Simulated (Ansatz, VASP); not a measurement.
AlP in VASP and in Ansatz

Contents of INCAR:

```
SYSTEM = AlP
ALGO = Normal ; EDIFF = 1E-6
ENCUT = 500 ; GGA = PE
GGA_COMPAT = .False. ; ISIF = 2
ISMEAR = 0 ; LASPH = .True.
LCHARG = .False. ; LREAL = .False.
LWAVE = .False. ; NBANDS = 11
NELM = 120 ; PREC = Accurate
SIGMA = 0.01
```

File KPOINTS:

```
k-points
0
Gamma
  6 6 6
  0 0 0
```

POSCAR

```
AlP
1.0
    3.8544390000      0.0000000000      0.0000000000
    1.9272195000      3.3380420913      0.0000000000
    1.9272195000      1.1126806971      3.1471362649
Al P
1 1
Direct
    0.0000000000      0.0000000000      0.0000000000
    0.2500000000      0.2500000000      0.2500000000
```

Input for Ansatz:

```yaml
crystal:
  lattice:
    a: 3.854439
    b: 3.854439
    c: 3.854439
    alpha: 60.0
    beta: 60.0
    gamma: 60.0
  atoms:
    - { symbol: Al, position: [0.0, 0.0, 0.0] }
    - { symbol: P, position: [0.25, 0.25, 0.25] }
kpoints:
  mp_grid:
    grid: [6, 6, 6]
hamiltonian:
  xc: pbe
  pseudopotentials:
    kind: paw
scf:
  occupations:
    method: fixed
output:
  forces: true
  stress: true
  eigenvalues: true
```

Alike in both runs: task single point; functional PBE; k mesh 6 × 6 × 6; no spin polarisation.

```csv
,VASP,Ansatz
version,VASP 6.6.1,Ansatz 0.2.0
potentials or method,"VASP PAW PBE potentials, release 64 (Al, P)","plane waves, PAW"
plane-wave cutoff (eV),500,420
occupations,"gaussian, width 0.01 eV",fixed
valence electrons in the cell,8,8
```

Ansatz gave:

| Quantity | Value |
| --- | --- |
| gap on the k mesh at the Fermi level (eV) | 1.57 |
| pressure (GPa) | 2.8 |

**Question.** Which values does VASP return?

**Answer.** gap on the k mesh at the Fermi level (eV): 1.57; pressure (GPa): 2.7.
